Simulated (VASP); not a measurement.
MgO, 2 atoms in the cell. The structure is tetragonal, space group I4/mmm (No. 139). The conventional cell has a = 2.970 Å, b = 2.970 Å, c = 4.134 Å, α = 90.00°, β = 90.00°, γ = 90.00°. Mg (site symmetry 4/mmm) has 6 O at 2.07 to 2.10 Å within 2.7 Å. O (site symmetry 4/mmm) has 6 Mg at 2.07 to 2.10 Å within 2.7 Å.  This cell differs from its parent crystal: in-plane strain +0.01.

- Program: VASP 6.6.1
- Task: single point
- Functional: LDA
- Potentials or basis: VASP PAW LDA potentials, release 64 (Mg, O)
- Cutoff: 520 eV
- k mesh: 10 × 10 × 10
- Occupations: gaussian, width 0.01 eV
- Spin: no spin polarisation
- Dipole correction: no
- Further INCAR settings: ALGO = Normal; EDIFF = 1e-06; NBANDS = 11

Potentials or basis: VASP PAW LDA potentials, release 64 (Mg, O).

The run is started by

```console
$ cat potpaw_LDA.64/Mg/POTCAR potpaw_LDA.64/O/POTCAR > POTCAR
$ mpirun -np 1 vasp_std > vasp.out
```

Hardware: 1 thread of Intel(R) Xeon(R) Platinum 8375C CPU @ 2.90GHz (Ice Lake), with other jobs on the host.

Question: Estimate the wall time of this run.

Answer: Wall time 7.3 s on 1 thread of Intel(R) Xeon(R) Platinum 8375C CPU @ 2.90GHz (Ice Lake) (shared host), peak memory 0.14 GiB. Counts: scf iterations 11, k points 102.
